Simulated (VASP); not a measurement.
# Zn (Fm-3m) in VASP: notebook

Zn is run at these levels: BLYP, PBE; tasks: single point.

Everything below comes from runs of VASP 6.6.1. Logs are shortened: lines on timing, memory, paths and dates and some standing lists are left out, and cuts for length are marked.

**1. The cell of the first run**

It takes space group Fm-3m (No. 225, cubic). The conventional cell has a = 3.930 Å, b = 3.930 Å, c = 3.930 Å, α = 90.00°, β = 90.00°, γ = 90.00°. Zn (site symmetry m-3m) has 12 Zn at 2.78 Å within 3.7 Å.

**2. Single point, BLYP**

INCAR reads:

```
AGGAC = 1.0 ; AGGAX = 1.0
ALDAC = 0.0 ; ALDAX = 1.0
ALGO = Fast ; EDIFF = 1E-7
ENCUT = 520 ; GGA = B5
ISIF = 2 ; ISMEAR = -1
LASPH = T ; LCHARG = T
LELF = T ; LREAL = F
LVHAR = T ; LWAVE = F
NBANDS = 12 ; NELM = 60
PREC = Accurate ; SIGMA = 0.05
```

KPOINTS reads:

```
k-points
0
Gamma
  12 12 12
```

POSCAR reads:

```
Zn
1.0
    0.0000000000      1.9647760000      1.9647760000
    1.9647760000      0.0000000000      1.9647760000
    1.9647760000      1.9647760000      0.0000000000
Zn
1
Direct
    0.0000000000      0.0000000000      0.0000000000
```

Potentials or basis: VASP PAW PBE potentials, release 64 (Zn).

On the command line:

```
> cat potpaw_PBE.64/Zn/POTCAR > POTCAR
> mpirun -np 1 vasp_std > vasp.out
```

OUTCAR:

```text
EDIFF = 1E-7
   ENCUT = 520
   GGA = B5
   ISIF = 2
   ISMEAR = -1
   LASPH = T
   LREAL = F
   NELM = 60
   PREC = Accurate

 ion  position               nearest neighbor table
   1  0.000  0.000  0.000-

  LATTYP: Found a face centered cubic cell.
 ALAT       =     3.9295520000

  Lattice vectors:

 A1 = (   0.0000000000,   1.9647760000,   1.9647760000)
 A2 = (   1.9647760000,   0.0000000000,   1.9647760000)
 A3 = (   1.9647760000,   1.9647760000,   0.0000000000)

Analysis of symmetry for initial positions (statically):
=====================================================================
 Subroutine PRICEL returns:
 Original cell was already a primitive cell.

 Routine SETGRP: Setting up the symmetry group for a
 face centered cubic supercell.

 Subroutine GETGRP returns: Found 48 space group operations
 (whereof 48 operations were pure point group operations)
 out of a pool of 48 trial point group operations.

The static configuration has the point symmetry O_h .

Analysis of symmetry for dynamics (positions and initial velocities):
=====================================================================
 Subroutine PRICEL returns:
 Original cell was already a primitive cell.

 Routine SETGRP: Setting up the symmetry group for a
 face centered cubic supercell.

 Subroutine GETGRP returns: Found 48 space group operations
 (whereof 48 operations were pure point group operations)
 out of a pool of 48 trial point group operations.

The dynamic configuration has the point symmetry O_h .

 Subroutine INISYM returns: Found 48 space group operations
 (whereof 48 operations are pure point group operations),
 and found     1 'primitive' translations

----------------------------------------------------------------------------------------

                                     Primitive cell

  volume of cell :      15.1694

  direct lattice vectors                    reciprocal lattice vectors
     0.000000000  1.964776000  1.964776000    -0.254481936  0.254481936  0.254481936
     1.964776000  0.000000000  1.964776000     0.254481936 -0.254481936  0.254481936
     1.964776000  1.964776000  0.000000000     0.254481936  0.254481936 -0.254481936

  length of vectors
     2.778612866  2.778612866  2.778612866     0.440775643  0.440775643  0.440775643

  position of ions in fractional coordinates (direct lattice)
     0.000000000  0.000000000  0.000000000

  ion indices of the primitive-cell ions
   primitive index   ion index
                 1           1

----------------------------------------------------------------------------------------

 KPOINTS: k-points

Automatic generation of k-mesh.
 Grid dimensions read from file:
 generate k-points for:   12   12   12

 Generating k-lattice:

  Cartesian coordinates                     Fractional coordinates (reciprocal lattice)
    -0.021206828  0.021206828  0.021206828     0.083333333  0.000000000  0.000000000
     0.021206828 -0.021206828  0.021206828     0.000000000  0.083333333  0.000000000
     0.021206828  0.021206828 -0.021206828     0.000000000  0.000000000  0.083333333

  Length of vectors
     0.036731304  0.036731304  0.036731304

  Shift w.r.t. Gamma in fractional coordinates (k-lattice)
     0.000000000  0.000000000  0.000000000

 Subroutine IBZKPT returns following result:
 ===========================================

 Found     72 irreducible k-points:

 Following reciprocal coordinates:
            Coordinates               Weight
  0.000000  0.000000  0.000000      1.000000
  0.083333  0.000000  0.000000      8.000000
  0.166667  0.000000  0.000000      8.000000
  0.250000  0.000000  0.000000      8.000000
  0.333333  0.000000  0.000000      8.000000
  0.416667  0.000000  0.000000      8.000000
[... 16 lines left out ...]
  0.500000  0.166667  0.000000     24.000000
 -0.416667  0.166667  0.000000     24.000000
 [... further k-points ...]
   k-points           NKPTS =     72   k-points in BZ     NKDIM =     72   number of bands    NBANDS=     12
   number of dos      NEDOS =    301   number of ions     NIONS =      1
   total plane-waves  NPLWV =  13824
   dimension x,y,z NGX =    24 NGY =   24 NGZ =   24
   dimension x,y,z NGXF=    48 NGYF=   48 NGZF=   48
   ions per type =               1
   NGX,Y,Z   is equivalent  to a cutoff of  14.36, 14.36, 14.36 a.u.
   NGXF,Y,Z  is equivalent  to a cutoff of  28.72, 28.72, 28.72 a.u.
 SYSTEM =  unknown system
   PREC   = accura    normal or accurate (medium, high low for compatibility)
   ISTART =      0    job   : 0-new  1-cont  2-samecut
   ICHARG =      2    charge: 1-file 2-atom 10-const
   ISPIN  =      1    spin polarized calculation?
   LNONCOLLINEAR =      F non collinear calculations
   LSORBIT =      F    spin-orbit coupling
   LASPH  =      T    aspherical Exc in radial PAW
   ENCUT  =  520.0 eV  38.22 Ry    6.18 a.u.   5.17  5.17  5.17*2*pi/ulx,y,z
   NELM   =     60;   NELMIN=  2; NELMDL= -5     # of ELM steps
   EDIFF  = 0.1E-06   stopping-criterion for ELM
   LREAL  =      F    real-space projection
   EDIFFG = 0.1E-05   stopping-criterion for IOM
   NSW    =      0    number of steps for IOM
   IBRION =     -1    ionic relax: 0-MD 1-quasi-New 2-CG
   NFREE  =      0    steps in history (QN), initial steepest desc. (CG)
   ISIF   =      2    stress and relaxation
   ISYM   =      2    0-nonsym 1-usesym 2-fastsym
   POTIM  = 0.5000    time-step for ionic-motion
   TEBEG  =    0.0;   TEEND  =   0.0 temperature during run
   PSTRESS=    0.0 pullay stress
   NELECT =      12.0000    total number of electrons
   NUPDOWN=      -1.0000    fix difference up-down
   EMIN   =  10.00;   EMAX   =-10.00  energy-range for DOS
   EFERMI =   0.00;   METHOD = LEGACY
   ISMEAR =    -1;   SIGMA  =   0.05  broadening in eV -4-tet -1-fermi 0-gaus
   EFERMI_NEDOS =   21; number of points for ismear=-14 and -15
   IALGO  =     68    algorithm
   IMIX   =      4    mixing-type and parameters
     AMIX     =   0.40;   BMIX     =  1.00
     AMIX_MAG =   1.60;   BMIX_MAG =  1.00
  volume/ion in A,a.u.               =      15.17       102.37
  Fermi-wavevector in a.u.,A,eV,Ry     =   1.514069  2.861175 31.190044  2.292404
  Thomas-Fermi vector in A             =   2.623775
   LORBIT       =      0    0 simple, 1 ext, 2 COOP (PROOUT), +10 PAW based schemes
   GGA     = B5    functional components
   LHFCALC =     F    Hartree Fock is set to
   AEXX    =    0.0000 exact exchange contribution
   IVDW    =     0    specifies the selected vdW correction
   LEPSILON=     F    determine dielectric tensor
   LRPA    =     F    only Hartree local field effects (RPA)
 non-spin polarized calculation
 RMM-DIIS sequential band-by-band and
  energy-cutoff  :      520.00
  volume of cell :       15.17
 maximum number of plane-waves:       424
 NGX is ok and might be reduce to    24
   NGX = 11   NGY = 11   NGZ = 11

 number of electron      12.0000008 magnetization

 Free energy of the ion-electron system (eV)
  ---------------------------------------------------
  ext. energy  EPLUGINS =         0.00000000
  ---------------------------------------------------
  free energy    TOTEN  =        -0.30175036 eV

  energy without entropy =       -0.29823889  energy(sigma->0) =       -0.29999462

 E-fermi :   3.5135     XC(G=0): -11.0268

 val. band max:        3.5065395577   @ k =  -0.4167   0.0833   0.0000
 cond. band min:       3.6303237480   @ k =  -0.4167   0.2500   0.0833
 fundamental gap:      0.1237841903
 Fermi energy:         3.5135457856

 k-point     1 :       0.0000    0.0000    0.0000
  band No.  band energies     occupation
      1      -6.7578      2.00000
      2      -4.2491      2.00000
      3      -4.2491      2.00000
      4      -4.2491      2.00000
      5      -3.8725      2.00000
      6      -3.8725      2.00000
      7      21.5997      0.00000
      8      21.5997      0.00000
      9      21.5997      0.00000
     10      22.8023      0.00000
     11      24.6911      0.00000
     12      24.6911      0.00000

 k-point     2 :       0.0833    0.0000    0.0000
  band No.  band energies     occupation
      1      -6.5490      2.00000
      2      -4.2643      2.00000
      3      -4.2260      2.00000
      4      -4.2260      2.00000
      5      -3.8784      2.00000
      6      -3.8784      2.00000
      7      18.7063      0.00000
      8      21.0369      0.00000
      9      21.0369      0.00000
     10      22.4345      0.00000
     11      25.5948      0.00000
     12      25.5948      0.00000

 k-point     3 :       0.1667    0.0000    0.0000
  band No.  band energies     occupation
      1      -5.9535      2.00000
      2      -4.2721      2.00000
      3      -4.1799      2.00000
      4      -4.1799      2.00000
      5      -3.8763      2.00000
      6      -3.8763      2.00000
      7      14.6819      0.00000
      8      20.1354      0.00000
      9      20.1354      0.00000
     10      22.2622      0.00000
     11      27.1501      0.00000
     12      27.1580      0.00000
[... 286 lines left out ...]
 k-point    23 :       0.5000    0.1667    0.0000
  band No.  band energies     occupation
      1      -4.7440      2.00000
      2      -4.3254      2.00000
      3      -4.0933      2.00000
      4      -3.9426      2.00000
      5      -3.5776      2.00000
      6       0.5621      2.00000
      7       4.0069      0.00010
      8      13.7930      0.00000
      9      15.7192      0.00000
     10      18.6333      0.00000
     11      26.8478      0.00000
     12      27.7728      0.00000

 k-point    24 :      -0.4167    0.1667    0.0000
  band No.  band energies     occupation
      1      -4.7288      2.00000
      2      -4.3294      2.00000
      3      -4.1096      2.00000
      4      -3.8860      2.00000
      5      -3.6307      2.00000
      6       1.3167      2.00000
      7       3.1320      1.99903
      8      12.9098      0.00000
      9      16.5097      0.00000
     10      19.1889      0.00000
     11      26.0243      0.00000
     12      27.2250      0.00000

 [... further k-points ...]
[... 5 lines left out ...]
  --------------------------------------------------------------------------------------
  -------------------------------------------------------------------------------------
  Total        0.6260677      0.6260677      0.6260677      0.0000000     -0.0000000     -0.0000000
  in kB       66.1245530     66.1245530     66.1245530      0.0000000     -0.0000000     -0.0000000
  external PRESSURE =      66.1245530 kB  Pullay stress =       0.0000000 kB

 VOLUME and BASIS-vectors are now :
 -----------------------------------------------------------------------------
  energy-cutoff  :      520.00
  volume of cell :       15.17
      direct lattice vectors                 reciprocal lattice vectors
     0.000000000  1.964776000  1.964776000    -0.254481936  0.254481936  0.254481936
     1.964776000  0.000000000  1.964776000     0.254481936 -0.254481936  0.254481936
     1.964776000  1.964776000  0.000000000     0.254481936  0.254481936 -0.254481936

 POSITION                                       TOTAL-FORCE (eV/Angst)
 -----------------------------------------------------------------------------------
      0.00000      0.00000      0.00000         0.000000      0.000000      0.000000
 -----------------------------------------------------------------------------------
    total drift:                               -0.000000      0.000000     -0.000000

  FREE ENERGIE OF THE ION-ELECTRON SYSTEM (eV)
  ---------------------------------------------------
  free  energy   TOTEN  =        -0.3017503575 eV

  energy  without entropy=       -0.2982388905  energy(sigma->0) =       -0.29999462
```

It took 15 s on 1 thread of Intel Xeon 8259CL, shared host; peak memory 0.14 GiB.

Results:

* Free energy: -0.3018 eV
* Pressure: 6.6 GPa
* Band gap on the k mesh: zero (band 6 reaches 5.85 eV, above the bottom of band 7 at 2.05 eV)

Caveat: the PAW data sets were made with another functional, which shifts forces and pressure a little.

**3. Single point, PBE**

INCAR reads:

```
  PREC = Accurate
  ENCUT = 520
  EDIFF = 1E-6
  ISMEAR = 0
  SIGMA = 0.012
  LREAL = F
  LASPH = T
  NELM = 60
  ALGO = Fast
  ISIF = 2
  LWAVE = F
  LCHARG = F
  GGA = PE
  NBANDS = 12
```

KPOINTS reads:

```
Automatic mesh
0
Gamma
  12 12 12
```

POSCAR is that of step 2.

Potentials or basis: VASP PAW PBE potentials, release 64 (Zn).

On the command line:

```
> cat potpaw_PBE.64/Zn/POTCAR > POTCAR
> mpirun -np 1 vasp_std > vasp.out
```

It took 9.9 s on 1 thread of Intel Xeon 8259CL, shared host; peak memory 0.14 GiB.

The run converged. Its results:

- Free energy: -1.0754 eV
- Pressure: 0.2 GPa
- Band gap on the k mesh: zero (band 6 reaches 5.33 eV, above the bottom of band 7 at 1.70 eV)

Levels at points of the mesh, in eV from the Fermi level:
```tsv
k point	band 4	band 5	band 6	band 7	band 8	band 9
(0.00, 0.00, 0.00)	-7.60	-7.23	-7.23	18.29	18.29	18.29
(0.50, 0.00, 0.00)	-6.94	-6.94	-2.88	-1.36	15.27	15.27
(0.50, 0.50, 0.00)	-6.87	-6.87	-0.98	1.75	8.45	8.45
```

**4. Single point, PBE**

INCAR reads:

```
PREC = Accurate
ENCUT = 520
EDIFF = 1E-7
ISMEAR = 0
SIGMA = 0.013000000000000001
LREAL = False
LASPH = True
NELM = 100
ALGO = Normal
ISIF = 2
LWAVE = False
LCHARG = False
GGA = PE
NBANDS = 12
```

KPOINTS is that of step 3.

POSCAR is that of step 3.

On the command line:

```
> cat potpaw_PBE.64/Zn/POTCAR > POTCAR
> mpirun -np 1 vasp_std > vasp.out
```

Run time: 9.3 s. Hardware: 1 thread of Intel Xeon 8259CL, shared host; peak memory 0.14 GiB.

The run converged. Its results:

```yaml
Free_energy: -1.0754 eV
Pressure: 0.2 GPa
Band_gap_on_the_k_mesh: zero (band 6 reaches 5.33 eV, above the bottom of band 7 at 1.70 eV)
```

Levels at points of the mesh, in eV from the Fermi level:
```tsv
k point	band 2	band 3	band 4	band 5	band 6	band 7	band 8	band 9	band 10	band 11
(0.00, 0.00, 0.00)	-7.60	-7.60	-7.60	-7.23	-7.23	18.29	18.29	18.29	18.91	21.07
(0.50, 0.00, 0.00)	-7.61	-7.61	-6.94	-6.94	-2.88	-1.36	15.27	15.27	17.45	18.97
(0.50, 0.50, 0.00)	-8.21	-6.96	-6.87	-6.87	-0.98	1.75	8.45	8.45	12.10	13.26
```

**5. Single point, PBE**

INCAR reads:

```
ALGO = Normal
EDIFF = 1E-6
ENCUT = 520
GGA = PE
ISIF = 2
ISMEAR = 0
LASPH = T
LCHARG = F
LREAL = F
LWAVE = F
NBANDS = 12
NELM = 80
PREC = Accurate
SIGMA = 0.014
```

KPOINTS reads:

```
k-points
0
Gamma
  12 12 12
```

POSCAR is that of step 4.

On the command line:

```
> cat potpaw_PBE.64/Zn/POTCAR > POTCAR
> mpirun -np 1 vasp_std > vasp.out
```

Run time: 8.4 s. Hardware: 1 thread of Intel Xeon 8259CL, shared host; peak memory 0.14 GiB.

Results (log left out):

- Free energy: -1.0754 eV
- Pressure: 0.3 GPa
- Band gap on the k mesh: zero (band 6 reaches 5.33 eV, above the bottom of band 7 at 1.70 eV)

Levels at points of the mesh, in eV from the Fermi level:
| k point | band 4 | band 5 | band 6 | band 7 | band 8 | band 9 |
| --- | --- | --- | --- | --- | --- | --- |
| (0.00, 0.00, 0.00) | -7.60 | -7.23 | -7.23 | 18.29 | 18.29 | 18.29 |
| (0.50, 0.00, 0.00) | -6.94 | -6.94 | -2.88 | -1.36 | 15.27 | 15.27 |
| (0.50, 0.50, 0.00) | -6.87 | -6.87 | -0.98 | 1.75 | 8.45 | 8.45 |

**6. The runs side by side**

| level | smearing | gap on the mesh (eV) | pressure (GPa) |
| --- | --- | --- | --- |
| BLYP | fermi-dirac 0.05 eV | none | 6.6 |
| PBE | gaussian 0.012 eV | none | 0.2 |
| PBE | gaussian 0.013 eV | none | 0.2 |
| PBE | gaussian 0.014 eV | none | 0.3 |

Alike in all rows: task single point; potentials or basis VASP PAW PBE potentials, release 64 (Zn); no spin polarisation; cell as given; k mesh 12 × 12 × 12; cutoff (eV) 520.

Every run on the cell as given and a fine mesh finds a metal. The pressure there spans 0.2 GPa (PBE) to 6.6 GPa (BLYP); a positive pressure means that this level wants a larger cell, a negative one a smaller.

Caveats: the PAW data sets were made with another functional, which shifts forces and pressure a little (some runs).

Total energies depend on the potentials used, so only differences within one code and one set of settings carry meaning.
